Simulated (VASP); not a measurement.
Input of a VASP 6.6.1 run:

File INCAR:

```
ALGO = Normal
EDIFF = 1E-6
ENCUT = 520
GGA = PE
ISIF = 2
ISMEAR = 0
LASPH = True
LCHARG = True
LELF = True
LREAL = False
LVHAR = True
LWAVE = False
NBANDS = 34
NELM = 100
PREC = Accurate
SIGMA = 0.1
```

Contents of KPOINTS:

```
k-points
0
Gamma
  8 8 8
```

POSCAR

```
Cd3NiO
1.0
    4.5100573817      0.0000000000      0.0000000000
    0.0000000000      4.5100573817      0.0000000000
    0.0000000000      0.0000000000      4.5100573817
Cd Ni O
3 1 1
Direct
    0.0000000000      0.5000000000      0.0000000000
    0.0000000000      0.0000000000      0.5000000000
    0.5000000000      0.0000000000      0.0000000000
    0.5000000000      0.5000000000      0.5000000000
    0.0000000000      0.0000000000      0.0000000000
```

Potentials or basis: VASP PAW PBE potentials, release 64 (Cd, Ni, O).

Run with:

```bash
$ cat potpaw_PBE.64/Cd/POTCAR potpaw_PBE.64/Ni/POTCAR potpaw_PBE.64/O/POTCAR > POTCAR
$ mpirun -np 1 vasp_std > vasp.out
```

What does it give for the pressure?

0.8 GPa.

Estimate the band gap on the k mesh.

zero (bands 26 and 27 overlap by 2.42 eV).

Caveat: the run has no spin polarisation, though such a crystal can be magnetic. Spin polarisation is off, so any magnetic state and its effect on volume and gap are missing.
